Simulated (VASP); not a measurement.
Input of a VASP 6.6.1 run:

Contents of INCAR:

```
SYSTEM = Al3H
  ALGO = Normal
  EDIFF = 1E-7
  ENCUT = 520
  GGA = PE
  ISIF = 2
  ISMEAR = 0
  LASPH = .TRUE.
  LCHARG = .FALSE.
  LREAL = .FALSE.
  LWAVE = .FALSE.
  NBANDS = 13
  NELM = 100
  PREC = Accurate
  SIGMA = 0.1
```

KPOINTS

```
k-points
0
G
  6 6 6
  0 0 0
```

The input POSCAR:

```
Al3H
1.0
    4.5520863200      0.0000000000      0.0000000000
   -2.2760431600      3.9422223900      0.0000000000
    0.0000000000      0.0000000000      3.6630655400
Al H
3 1
Direct
    0.5000000000      0.0000000000      0.5000000000
    0.0000000000      0.5000000000      0.5000000000
    0.5000000000      0.5000000000      0.5000000000
    0.0000000000      0.0000000000      0.0000000000
```

Potentials or basis: VASP PAW PBE potentials, release 64 (Al, H).

The run is started by

```bash
$ cat potpaw_PBE.64/Al/POTCAR potpaw_PBE.64/H/POTCAR > POTCAR
$ mpirun -np 1 vasp_std > vasp.out
```

Task: What does it give for the band gap on the k mesh?

Result: Zero (bands 5 and 6 overlap by 3.82 eV).

Task: Predict the pressure.

Result: 22.4 GPa.

Stress tensor (GPa, compression positive):
```
 38.85   0.00   0.00
  0.00  38.85   0.00
  0.00   0.00 -10.42
```

Caveat: the stress differs along the axes, from -10 to 39 GPa.
